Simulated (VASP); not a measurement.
**CdW3: relaxation of cell and atoms with PBE**

The system is CdW3.

```
Cd W
1.0
     4.05672    0.00000    0.00000
     0.00000    4.05672    0.00000
     0.00000    0.00000    4.05672
Cd W
1 3
Cartesian
  0.0000 0.0000 0.0000
  0.0000 2.0284 2.0284
  2.0284 0.0000 2.0284
  2.0284 2.0284 0.0000
```

```yaml
Program: VASP 6.6.1
Task: relaxation of cell and atoms
Functional: PBE
Potentials_or_basis: VASP PAW PBE potentials, release 64 (Cd, W_sv)
Cutoff: 600 eV
k_mesh: 12 × 12 × 12
Occupations: gaussian, width 0.1 eV
Spin: no spin polarisation
Dipole_correction: no
Further_INCAR_settings: ALGO = Fast; EDIFF = 1e-06; IBRION = 2; EDIFFG = -0.01; NSW = 100; ISIF = 3
```

```yaml
Relaxed_volume: 16.74 Å³/atom
Relaxed_cell: a = 4.060 Å, b = 4.060 Å, c = 4.060 Å, α = 90.00°, β = 90.00°, γ = 90.00°
Space_group_after_relaxing_to_0.1_Å: Pm-3m (No. 221)
Energy_gained_by_relaxing: 0.1 meV/atom
Ionic_steps: 3
Pressure_after_relaxing: -0.1 GPa
Band_gap_on_the_k_mesh: zero (bands 27 and 28 overlap by 2.05 eV)
```

Step by step:
```tsv
step	energy change (eV)	largest force (eV/Å)	pressure (GPa)	volume (Å³)
1	0.0000	0.0000	0.64	66.76
2	0.0020	0.0000	-1.64	67.41
3	-0.0003	0.0000	-0.06	66.94
```

Final structure:
```cif
data_structure
_symmetry_space_group_name_H-M 'P 1'
_symmetry_Int_Tables_number 1
_cell_length_a 4.0604
_cell_length_b 4.0604
_cell_length_c 4.0604
_cell_angle_alpha 90.000
_cell_angle_beta 90.000
_cell_angle_gamma 90.000
_cell_volume 66.94
loop_
_atom_site_label
_atom_site_type_symbol
_atom_site_fract_x
_atom_site_fract_y
_atom_site_fract_z
_atom_site_occupancy
Cd1 Cd 0.00000 0.00000 0.00000 1
W1 W 0.00000 0.50000 0.50000 1
W2 W 0.50000 0.00000 0.50000 1
W3 W 0.50000 0.50000 0.00000 1
```

Levels at points of the mesh, in eV from the Fermi level:
```
           k point  band 23  band 24  band 25  band 26  band 27  band 28  band 29  band 30  band 31  band 32
(0.00, 0.00, 0.00)    -2.96    -2.96     1.39     1.39     1.39     1.41     1.41     1.41     3.15     3.15
(0.50, 0.00, 0.00)    -2.81    -1.19    -0.79    -0.79    -0.56     0.30     0.61     0.99     1.09     1.09
(0.50, 0.50, 0.00)    -2.30    -2.25    -2.25    -0.55    -0.55     0.48     0.53     0.53     0.98     1.87
(0.50, 0.50, 0.50)    -1.10    -1.10    -0.99    -0.99    -0.99     0.39     1.09     1.09     1.09     2.15
```

Run time: 5.7 min on 1 thread of Intel Xeon 8259CL (shared host), peak memory 0.33 GiB.

Caveat: spin-orbit coupling is left out, which moves the levels of the heavy elements.
